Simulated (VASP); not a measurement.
Pt3SI:

```
CELL_PARAMETERS angstrom
4.63793 0.00000 0.00000
0.00000 4.63793 0.00000
0.00000 0.00000 4.63793
ATOMIC_POSITIONS crystal
Pt 0.51500 0.39900 0.01600
Pt 0.01600 0.51500 0.39900
Pt 0.39900 0.01600 0.51500
I 0.00000 0.00000 0.00000
S 0.53600 0.53600 0.53600
```

Base run:

- Program: VASP 6.6.1
- Functional: PBE
- Dispersion: D4
- Potentials or basis: VASP PAW PBE potentials, release 64 (Pt, I, S)
- Cutoff: 520 eV
- k mesh: 4 × 4 × 4, shifted
- Occupations: gaussian, width 0.1243 eV
- Spin: no spin polarisation

Its results: band gap on the k mesh zero (an odd number of electrons rules out a gap without spin polarisation); pressure -5.8 GPa; largest force 0.984 eV/Å.

Task: The run is repeated on the same cell with these changes: dispersion from D4 to none; further incar settings from ALGO = Normal; EDIFF = 1e-06; NBANDS = 30 to ALGO = Normal; EDIFF = 1e-06; NBANDS = 30; ISYM = 0. What comes out?

Result: Band gap on the k mesh zero (an odd number of electrons rules out a gap without spin polarisation); pressure -1.6 GPa; largest force 0.979 eV/Å.

Caveats: spin-orbit coupling is left out, which moves the levels of the heavy elements; the cell stands under tension (at least some runs).
